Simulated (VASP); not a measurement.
A run of VASP 6.6.1 is set up as follows.

File INCAR:

```
PREC = Accurate ; ENCUT = 520
EDIFF = 1E-7 ; ISMEAR = -1
SIGMA = 0.0107 ; LREAL = False
LASPH = True ; NELM = 100
ALGO = Normal ; ISIF = 2
LWAVE = False ; LCHARG = False
GGA = CA ; NBANDS = 32
```

KPOINTS

```
Automatic mesh
0
Gamma
  5 5 5
```

Contents of POSCAR:

```
LiH4S2
1.0
    0.0000000000      5.6172690000     -0.0000002498
    5.6172690000      0.0000000000     -0.0000002498
    2.8086342500      2.8086342500     -5.6213912498
Li S H
2 4 8
Direct
    0.0000000000      0.0000000000      0.0000000000
    0.7500000000      0.2500000000      0.5000000000
    0.2274042493      0.2274042493      0.5451915013
    0.9774042493      0.4774042493      0.0451915013
    0.5225957507      0.0225957507      0.9548084987
    0.7725957507      0.7725957507      0.4548084987
    0.8573826610      0.6800806523      0.6398386954
    0.4300806523      0.7527786437      0.1398386954
    0.5027786437      0.6800806523      0.6398386954
    0.4300806523      0.1073826610      0.1398386954
    0.8926173390      0.5699193477      0.8601613046
    0.3199193477      0.1426173390      0.3601613046
    0.2472213563      0.5699193477      0.8601613046
    0.3199193477      0.4972213563      0.3601613046
```

Potentials or basis: VASP PAW LDA potentials, release 64 (Li_sv, S, H).

Run with:

```console
$ cat potpaw_LDA.64/Li_sv/POTCAR potpaw_LDA.64/S/POTCAR potpaw_LDA.64/H/POTCAR > POTCAR
$ mpirun -np 1 vasp_std > vasp.out
```

Q: Estimate the largest force.

A: 0.059 eV/Å.

Q: Predict the band gap on the k mesh.

A: Zero (band 19 reaches 3.46 eV, above the bottom of band 20 at 2.98 eV).

Forces on the atoms (eV/Å):
```
Li   0.000  0.000  0.000
Li   0.000  0.000  0.000
S    0.000  0.000  0.059
S    0.000  0.000  0.059
S    0.000  0.000 -0.059
S    0.000  0.000 -0.059
H    0.000 -0.032  0.015
H    0.032  0.000  0.015
H    0.000  0.032  0.015
H   -0.032  0.000  0.015
H    0.000  0.032 -0.015
H    0.032  0.000 -0.015
H    0.000 -0.032 -0.015
H   -0.032  0.000 -0.015
```
